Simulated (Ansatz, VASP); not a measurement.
**Ca in VASP and in Ansatz**

File INCAR:

```
ALGO = Normal
EDIFF = 1E-7
ENCUT = 520
GGA = PE
ISIF = 2
ISMEAR = 0
LASPH = T
LCHARG = F
LREAL = F
LWAVE = F
NBANDS = 11
NELM = 100
PREC = Accurate
SIGMA = 0.15
```

File KPOINTS:

```
k-points
0
Gamma
  14 14 14
```

POSCAR

```
Ca
1.0
    0.0000000000      2.6824320000      3.0177360000
    2.6824320000      0.0000000000      3.0177360000
    2.6824320000      2.6824320000      0.0000000000
Ca
1
Direct
    0.0000000000      0.0000000000      0.0000000000
```

Input for Ansatz:

```yaml
crystal:
  lattice:
    - [0.0, 2.682432, 3.017736]
    - [2.682432, 0.0, 3.017736]
    - [2.682432, 2.682432, 0.0]
  atoms:
    - { symbol: Ca, position: [0.0, 0.0, 0.0] }
basis:
  ecutwfc: 420
kpoints:
  mp_grid: { grid: [14, 14, 14] }
hamiltonian:
  xc: pbe
scf:
  occupations: { method: gaussian, width: 0.15 }
output:
  forces: true
  stress: true
  eigenvalues: true
```

Change from the starting cell: strain -0.040 along x and y, +0.080 along z, atoms carried along.

Alike in both runs: task single point; functional PBE; k mesh 14 × 14 × 14; occupations gaussian, width 0.15 eV; no spin polarisation.

```csv
,VASP,Ansatz
version,VASP 6.6.1,Ansatz 0.2.0
potentials or method,"VASP PAW PBE potentials, release 64 (Ca_sv), cutoff 520 eV","scalar-relativistic, plane waves, PAW"
valence electrons in the cell,10,10
```

```tsv
	VASP	Ansatz	Ansatz less VASP
gap on the k mesh at the Fermi level (eV)	none	none	-
pressure (GPa)	-0.5	-0.5	-0.01
traceless stress, the component that is largest in VASP (GPa)	-0.98	-0.98	0.000
```

A gap of «none» marks a metal or a gap that the smearing closes.
